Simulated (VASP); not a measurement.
Here is a VASP 6.6.1 calculation.

File INCAR:

```
ALGO = Fast
EDIFF = 1E-7
ENCUT = 520
GGA = PS
ISIF = 2
ISMEAR = -1
LASPH = True
LCHARG = False
LREAL = False
LWAVE = False
NBANDS = 22
NELM = 80
PREC = Accurate
SIGMA = 0.05
```

Contents of KPOINTS:

```
k-points
0
Gamma
  8 8 4
```

POSCAR

```
Bi
1.0
    3.2809913467      0.0000000000      0.0000000000
    0.0000000000      3.2640382254      0.0000000000
   -0.0815136175      0.0000000000      6.5286865229
Bi
2
Direct
    0.5442472500      0.0000000000      0.7495778900
    0.4557527500      0.0000000000      0.2504221100
```

Potentials or basis: VASP PAW PBE potentials, release 64 (Bi_d).

Launch:

```bash
$ cat potpaw_PBE.64/Bi_d/POTCAR > POTCAR
$ mpirun -np 1 vasp_std > vasp.out
```

(1) What does it give for the largest force?

(2) Predict the band gap on the k mesh.

(3) Estimate the pressure.

## Answers

(1) 0.019 eV/Å.

(2) zero (bands 15 and 16 overlap by 6.05 eV).

(3) -2.4 GPa.

Caveat: the PAW data sets were made with another functional, which shifts forces and pressure a little; spin-orbit coupling is left out, which moves the levels of the heavy elements.
